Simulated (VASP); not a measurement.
**SnSe: vibrations by perturbation theory with PBEsol**

Crystal: SnSe.

```
Sn Se
1.0
     0.00000    3.01000    3.01000
     3.01000    0.00000    3.01000
     3.01000    3.01000    0.00000
Sn Se
1 1
Direct
  0.00000 0.00000 0.00000
  0.50000 0.50000 0.50000
```

```
Program                : VASP 6.6.1
Task                   : vibrations by perturbation theory
Functional             : PBEsol
Potentials or basis    : VASP PAW PBE potentials, release 64 (Sn_d, Se)
Cutoff                 : 520 eV
k mesh                 : 8 × 8 × 8
Occupations            : gaussian, width 0.01 eV
Spin                   : no spin polarisation
Dipole correction      : no
Further INCAR settings : ALGO = Normal; EDIFF = 1e-08; NBANDS = 17; IBRION = 8; NSW = 1
```

```yaml
Electronic_dielectric_tensor_diagonal: 28.37
Born_charges_mean_of_the_diagonal: Sn +5.76; Se -5.76 e
Highest_phonon_frequency_at_Γ_LO-TO_splitting_left_out: 3 cm⁻¹
```

Phonon frequencies in cm⁻¹ (negative: imaginary):
```
              q point        frequencies
(0.000, 0.000, 0.000)  -11 -11 -11 3 3 3
```

Electronic dielectric tensor:
```
28.37  0.00  0.00
 0.00 28.37  0.00
 0.00  0.00 28.37
```

Born effective charge tensors (e):
atom 1, Sn
```
5.76 0.00 0.00
0.00 5.76 0.00
0.00 0.00 5.76
```
atom 2, Se
```
-5.76  0.00  0.00
 0.00 -5.76  0.00
 0.00  0.00 -5.76
```

Run time: 14 min on 1 thread of Intel Xeon 8259CL, with other jobs on the host, peak memory 0.31 GiB.

Caveat: the cell stands under pressure or tension, which shifts response properties; some modes are imaginary.
